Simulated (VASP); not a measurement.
**KZnF3: single point with PBE**

Crystal: KZnF3.

```xyz
10
Lattice="5.6843 0.0000 0.0000 0.0000 5.6843 0.0000 0.0000 0.0000 4.1035" Properties=species:S:1:pos:R:3 pbc="T T T"
K     0.0000    0.0000    0.0000
K     2.8421    2.8421    0.0000
Zn    2.8421    0.0000    1.7881
Zn    0.0000    2.8421    2.3153
F     1.4211    1.4211    2.0517
F     4.2632    4.2632    2.0517
F     1.4211    4.2632    2.0517
F     4.2632    1.4211    2.0517
F     2.8421    0.0000    3.8812
F     0.0000    2.8421    0.2223
```

| Item | Value |
| --- | --- |
| Program | VASP 6.6.1 |
| Task | single point |
| Functional | PBE |
| Potentials or basis | VASP PAW PBE potentials, release 64 (K_sv, Zn, F) |
| Cutoff | 520 eV |
| k mesh | 4 × 4 × 4 |
| Occupations | gaussian, width 0.1 eV |
| Spin | no spin polarisation |

```
Pressure               : 4.5 GPa
Largest force          : 0.794 eV/Å
Band gap on the k mesh : 3.71 eV
```

Forces on the atoms (eV/Å):
```
K    0.000  0.000  0.000
K    0.000  0.000  0.000
Zn   0.000  0.000  0.557
Zn   0.000  0.000 -0.557
F    0.000  0.000  0.000
F    0.000  0.000  0.000
F    0.000  0.000  0.000
F    0.000  0.000  0.000
F    0.000  0.000  0.794
F    0.000  0.000 -0.794
```

Stress tensor (GPa, compression positive):
```
5.29 0.00 0.00
0.00 5.29 0.00
0.00 0.00 3.01
```

Levels at points of the mesh, in eV from the valence-band top:
| k point | band 40 | band 41 | band 42 | band 43 | band 44 | band 45 |
| --- | --- | --- | --- | --- | --- | --- |
| (0.00, 0.00, 0.00) | -1.31 | -1.31 | 0.00 | 3.71 | 7.84 | 8.67 |
| (0.50, 0.00, 0.00) | -1.59 | -0.94 | -0.94 | 5.66 | 5.66 | 9.44 |
| (0.50, 0.50, 0.00) | -1.60 | -1.32 | -1.32 | 6.44 | 6.44 | 8.31 |
| (0.00, 0.00, 0.50) | -1.30 | -0.09 | 0.00 | 6.29 | 7.95 | 8.46 |
| (0.50, 0.00, 0.50) | -1.07 | -0.56 | -0.56 | 7.23 | 7.23 | 9.12 |
| (0.50, 0.50, 0.50) | -1.33 | -0.07 | -0.07 | 7.74 | 7.74 | 9.93 |

It took 72 s on 1 thread of Intel(R) Xeon(R) 6975P-C (Granite Rapids) (shared host), peak memory 0.27 GiB.

Caveat: the cell stands under pressure.
